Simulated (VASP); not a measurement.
Runs of VASP 6.6.1 on Ga. The structure is that of space group Fm-3m (No. 225), or close to it. The cells are those of the table. 

```csv
level,cell,k mesh,gap on the mesh (eV),pressure (GPa)
r2SCAN,"a = 2.937 Å, angles 60.0°, 1 atom",18 × 18 × 18,none,0.1
r2SCAN,"a = 2.976 Å, angles 60.0°, 1 atom",18 × 18 × 18,none,-2.0
PBE,"a = 2.997 Å, angles 60.0°, 1 atom",8 × 8 × 8,none,0.1
r2SCAN,"a = 2.997 Å, angles 60.0°, 1 atom",18 × 18 × 18,none,-2.9
PBE,"a = 3.017 Å, angles 60.0°, 1 atom",8 × 8 × 8,none,(a)
```

Alike in all rows: task single point; potentials or basis VASP PAW PBE potentials, release 64 (Ga_d); no spin polarisation; cutoff (eV) 520; smearing gaussian 0.05 eV.

**Question.** Fill in the values left out.

**Answer.** (a) -0.9.

Caveats: the PAW data sets were made with another functional, which shifts forces and pressure a little (some runs).

A k mesh can miss the band edges, and the runs leave out spin-orbit coupling on Ga.

A gap of «none» marks levels without a gap at the run's occupations.
